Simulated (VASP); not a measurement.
# SnGe2 (P-3m1) in VASP: single point with PBE

Aim: the single point of SnGe2 with PBE.

Program: VASP 6.6.1. These are calculated values, not measurements. Logs are shortened: lines on timing, memory, paths and dates and some standing lists are left out, and cuts for length are marked.

## (1) The cell of the first run

The structure is trigonal, space group P-3m1 (No. 164). Conventional cell: a = 5.121 Å, b = 5.121 Å, c = 5.808 Å, α = 90.00°, β = 90.00°, γ = 120.00°. Sn (site symmetry 3m) has 11 Ge at 2.90 to 3.31 Å within 3.8 Å. Within 3.8 Å of Ge (site symmetry -3m) lie 8 Ge at 2.90 to 3.28 Å and 6 Sn at 3.31 Å. Ge (site symmetry -3m) has 8 Ge at 2.90 to 3.31 Å and 6 Sn at 3.28 Å within 3.8 Å. Within 3.8 Å of Ge (site symmetry 3m) lie 5 Sn at 2.90 to 2.96 Å and 6 Ge at 3.28 to 3.31 Å.

## (2) Single point, PBE

Contents of INCAR:

```
PREC = Accurate
ENCUT = 520
EDIFF = 1E-7
ISMEAR = 0
SIGMA = 0.2
LREAL = F
LASPH = T
NELM = 80
ALGO = Normal
ISIF = 2
LWAVE = F
LCHARG = T
GGA = PE
LELF = T
LVHAR = T
NBANDS = 51
```

Contents of KPOINTS:

```
Automatic mesh
0
Gamma
  4 4 3
```

Contents of POSCAR:

```
SnGe2
1.0
    5.1212492688      0.0000000000      0.0000000000
   -2.5606246344      4.4351319659      0.0000000000
    0.0000000000      0.0000000000      5.8084399590
Sn Ge
2 4
Direct
    0.3333333333      0.6666666667      0.2547321279
    0.6666666667      0.3333333333      0.7452678721
    0.0000000000      0.0000000000      0.0000000000
    0.0000000000      0.0000000000      0.5000000000
    0.3333333333      0.6666666667      0.7549121187
    0.6666666667      0.3333333333      0.2450878813
```

Potentials or basis: VASP PAW PBE potentials, release 64 (Sn_d, Ge_d).

Launch:

```bash
$ cat potpaw_PBE.64/Sn_d/POTCAR potpaw_PBE.64/Ge_d/POTCAR > POTCAR
$ mpirun -np 1 vasp_std > vasp.out
```

OUTCAR:

```text
PREC = Accurate
   ENCUT = 520
   EDIFF = 1E-7
   ISMEAR = 0
   LREAL = F
   LASPH = T
   NELM = 80
   ISIF = 2
   GGA = PE

 ion  position               nearest neighbor table
   1  0.333  0.667  0.255-   5 2.90   5 2.91   6 2.96   6 2.96   6 2.96   4 3.28   4 3.28   4 3.28
                             3 3.31   3 3.31   3 3.31
   2  0.667  0.333  0.745-   6 2.90   6 2.91   5 2.96   5 2.96   5 2.96   4 3.28   4 3.28   4 3.28
                             3 3.31   3 3.31   3 3.31
   3  0.000  0.000  0.000-   4 2.90   4 2.90   1 3.31   2 3.31   2 3.31   1 3.31   2 3.31   1 3.31

   4  0.000  0.000  0.500-   3 2.90   3 2.90   1 3.28   2 3.28   2 3.28   1 3.28   2 3.28   1 3.28

   5  0.333  0.667  0.755-   1 2.90   1 2.91   2 2.96   2 2.96   2 2.96
   6  0.667  0.333  0.245-   2 2.90   2 2.91   1 2.96   1 2.96   1 2.96

  LATTYP: Found a hexagonal cell.
 ALAT       =     5.1212492688
 C/A-ratio  =     1.1341841910

  Lattice vectors:

 A1 = (   5.1212492688,   0.0000000000,   0.0000000000)
 A2 = (  -2.5606246344,   4.4351319659,   0.0000000000)
 A3 = (   0.0000000000,   0.0000000000,   5.8084399590)

Analysis of symmetry for initial positions (statically):
=====================================================================
 Subroutine PRICEL returns:
 Original cell was already a primitive cell.

 Routine SETGRP: Setting up the symmetry group for a
 hexagonal supercell.

 Subroutine GETGRP returns: Found 12 space group operations
 (whereof 12 operations were pure point group operations)
 out of a pool of 24 trial point group operations.

The static configuration has the point symmetry D_3d.

Analysis of symmetry for dynamics (positions and initial velocities):
=====================================================================
 Subroutine PRICEL returns:
 Original cell was already a primitive cell.

 Routine SETGRP: Setting up the symmetry group for a
 hexagonal supercell.

 Subroutine GETGRP returns: Found 12 space group operations
 (whereof 12 operations were pure point group operations)
 out of a pool of 24 trial point group operations.

The dynamic configuration has the point symmetry D_3d.

 Subroutine INISYM returns: Found 12 space group operations
 (whereof 12 operations are pure point group operations),
 and found     1 'primitive' translations

----------------------------------------------------------------------------------------

                                     Primitive cell
[... 85 lines left out ...]
   EDIFFG = 0.1E-05   stopping-criterion for IOM
   NSW    =      0    number of steps for IOM
   IBRION =     -1    ionic relax: 0-MD 1-quasi-New 2-CG
   NFREE  =      0    steps in history (QN), initial steepest desc. (CG)
   ISIF   =      2    stress and relaxation
   ISYM   =      2    0-nonsym 1-usesym 2-fastsym
   POTIM  = 0.5000    time-step for ionic-motion
   TEBEG  =    0.0;   TEEND  =   0.0 temperature during run
   PSTRESS=    0.0 pullay stress
   NELECT =      84.0000    total number of electrons
   NUPDOWN=      -1.0000    fix difference up-down
   EMIN   =  10.00;   EMAX   =-10.00  energy-range for DOS
   EFERMI =   0.00;   METHOD = LEGACY
   ISMEAR =     0;   SIGMA  =   0.20  broadening in eV -4-tet -1-fermi 0-gaus
   EFERMI_NEDOS =   21; number of points for ismear=-14 and -15
   IALGO  =     38    algorithm
   IMIX   =      4    mixing-type and parameters
     AMIX     =   0.40;   BMIX     =  1.00
     AMIX_MAG =   1.60;   BMIX_MAG =  1.00
  volume/ion in A,a.u.               =      21.99       148.38
  Fermi-wavevector in a.u.,A,eV,Ry     =   1.408382  2.661457 26.987715  1.983541
  Thomas-Fermi vector in A             =   2.530546
   LORBIT       =      0    0 simple, 1 ext, 2 COOP (PROOUT), +10 PAW based schemes
   GGA     = PE    functional components
   LHFCALC =     F    Hartree Fock is set to
   AEXX    =    0.0000 exact exchange contribution
   IVDW    =     0    specifies the selected vdW correction
   LEPSILON=     F    determine dielectric tensor
   LRPA    =     F    only Hartree local field effects (RPA)
 non-spin polarized calculation
 Gauss-broadening in eV      SIGMA  =   0.20
  energy-cutoff  :      520.00
  volume of cell :      131.93
 maximum number of plane-waves:      3573
 NGX is ok and might be reduce to    40
   NGX = 19   NGY = 19   NGZ = 21

 number of electron      84.0000013 magnetization

 Free energy of the ion-electron system (eV)
  ---------------------------------------------------
  ext. energy  EPLUGINS =         0.00000000
  ---------------------------------------------------
  free energy    TOTEN  =       -24.13655856 eV

  energy without entropy =      -24.07224633  energy(sigma->0) =      -24.10440245

 E-fermi :   7.1047     XC(G=0): -10.8364

 val. band max:        7.0436362375   @ k =   0.0000   0.2500   0.3333
 cond. band min:       7.3299675007   @ k =   0.5000   0.0000   0.0000
 fundamental gap:      0.2863312632
 Fermi energy:         7.1047207238

 k-point     1 :       0.0000    0.0000    0.0000
  band No.  band energies     occupation
      1     -17.9073      2.00000
      2     -17.8727      2.00000
      3     -17.8727      2.00000
      4     -17.8707      2.00000
      5     -17.8707      2.00000
      6     -17.8620      2.00000
[... 475 lines left out ...]
     50      11.5452      0.00000
     51      11.6735      0.00000

------------------------ aborting loop because EDIFF is reached ----------------------------------------

  FORCE on cell =-STRESS in cart. coord.  units (eV):
  Direction    XX          YY          ZZ          XY          YZ          ZX
  --------------------------------------------------------------------------------------
  -------------------------------------------------------------------------------------
  Total       -0.5163505     -0.5163505      0.3048243      0.0000000      0.0000000      0.0000000
  in kB       -6.2706590     -6.2706590      3.7018443      0.0000000      0.0000000      0.0000000
  external PRESSURE =      -2.9464912 kB  Pullay stress =       0.0000000 kB

 VOLUME and BASIS-vectors are now :
 -----------------------------------------------------------------------------
  energy-cutoff  :      520.00
  volume of cell :      131.93
      direct lattice vectors                 reciprocal lattice vectors
     5.121249269  0.000000000  0.000000000     0.195264856  0.112736217  0.000000000
    -2.560624634  4.435131966  0.000000000     0.000000000  0.225472434  0.000000000
     0.000000000  0.000000000  5.808439959     0.000000000  0.000000000  0.172163267

 POSITION                                       TOTAL-FORCE (eV/Angst)
 -----------------------------------------------------------------------------------
     -0.00000      2.95675      1.47960        -0.000000      0.000000     -0.004873
      2.56062      1.47838      4.32884        -0.000000     -0.000000      0.004873
      0.00000      0.00000      0.00000         0.000000      0.000000      0.000000
      0.00000      0.00000      2.90422         0.000000      0.000000      0.000000
     -0.00000      2.95675      4.38486        -0.000000      0.000000     -0.011850
      2.56062      1.47838      1.42358         0.000000     -0.000000      0.011850
 -----------------------------------------------------------------------------------
    total drift:                                0.000000     -0.000000      0.000000

  FREE ENERGIE OF THE ION-ELECTRON SYSTEM (eV)
  ---------------------------------------------------
  free  energy   TOTEN  =       -24.1365585642 eV

  energy  without entropy=      -24.0722463328  energy(sigma->0) =      -24.10440245
```

Wall time 53 s (1 thread of Intel Xeon Platinum 8488C (Sapphire Rapids), shared host); peak memory 0.27 GiB.

Results:

```
Free energy            : -24.1366 eV
Pressure               : -0.3 GPa
Largest force          : 0.012 eV/Å
Band gap on the k mesh : zero (band 42 reaches 7.94 eV, above the bottom of band 43 at 5.92 eV)
```

Forces in eV/Å, atoms in the order of the input:
```
Sn   0.000  0.000 -0.005
Sn   0.000  0.000  0.005
Ge   0.000  0.000  0.000
Ge   0.000  0.000  0.000
Ge   0.000  0.000 -0.012
Ge   0.000  0.000  0.012
```

Stress tensor (GPa, compression positive):
```
-0.63  0.00  0.00
 0.00 -0.63  0.00
 0.00  0.00  0.37
```

Caveat: the k points lie up to 0.36 Å⁻¹ apart; spin-orbit coupling is left out, which moves the levels of the heavy elements.
